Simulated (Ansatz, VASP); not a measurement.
**Two plane-wave programs on MoS2**

File INCAR:

```
SYSTEM = MoS2
ALGO = Normal
EDIFF = 1E-6
ENCUT = 520
GGA = PE
ISIF = 2
ISMEAR = 0
IVDW = 12
LASPH = .TRUE.
LCHARG = .TRUE.
LELF = .TRUE.
LREAL = .FALSE.
LVHAR = .TRUE.
LWAVE = .FALSE.
NBANDS = 20
NELM = 60
PREC = Accurate
SIGMA = 0.05
```

The input KPOINTS:

```
k-points
0
G
  12 12 12
  0 0 0
```

File POSCAR:

```
MoS2
1.0
    1.6368927285      0.9450604574      5.8608398512
   -1.6368927285      0.9450604574      5.8608398512
    0.0000000000     -1.8901209149      5.8608398512
Mo S
1 2
Direct
    0.0000172156      0.0000172156      0.0000172156
    0.7535368444      0.7535368444      0.7535368444
    0.5797459400      0.5797459400      0.5797459400
```

Input for Ansatz:

```yaml
crystal:
  lattice:
    - [1.6368927285, 0.9450604574, 5.8608398512]
    - [-1.6368927285, 0.9450604574, 5.8608398512]
    - [0.0, -1.8901209149, 5.8608398512]
  atoms:
    - { symbol: Mo, position: [1.72156e-05, 1.72156e-05, 1.72156e-05] }
    - { symbol: S, position: [0.7535368444, 0.7535368444, 0.7535368444] }
    - { symbol: S, position: [0.57974594, 0.57974594, 0.57974594] }
basis:
  ecutwfc: 420
kpoints:
  mp_grid: { grid: [12, 12, 12] }
hamiltonian:
  xc: pbe
  pseudopotentials: { kind: paw, azcp: { folder: soft_1 } }
  dispersion: d3bj
scf:
  occupations: { method: gaussian, width: 0.05 }
output:
  forces: true
  stress: true
  eigenvalues: true
```

Alike in both runs: task single point; functional PBE; dispersion D3(BJ); k mesh 12 × 12 × 12; occupations gaussian, width 0.05 eV; no spin polarisation.

```csv
,VASP,Ansatz
version,VASP 6.6.1,Ansatz 0.2.0
potentials or method,"VASP PAW PBE potentials, release 64 (Mo_sv, S), cutoff 520 eV","scalar-relativistic, plane waves, PAW"
valence electrons in the cell,26,26
```

|  | VASP | Ansatz | Ansatz less VASP |
| --- | --- | --- | --- |
| gap on the k mesh at the Fermi level (eV) | 0.28 | 0.27 | -0.018 |
| least direct gap on the mesh (eV) | 1.38 | 1.38 | -0.003 |
| pressure (GPa) | -6.7 | -6.6 | +0.12 |
| traceless stress, the component that is largest in VASP (GPa) | 6.17 | 6.19 | +0.019 |
| rms of the force components (eV/Å) | 0.037 | 0.031 | -0.0058 |

Atom by atom the forces differ by 0.006 eV/Å (rms over components).
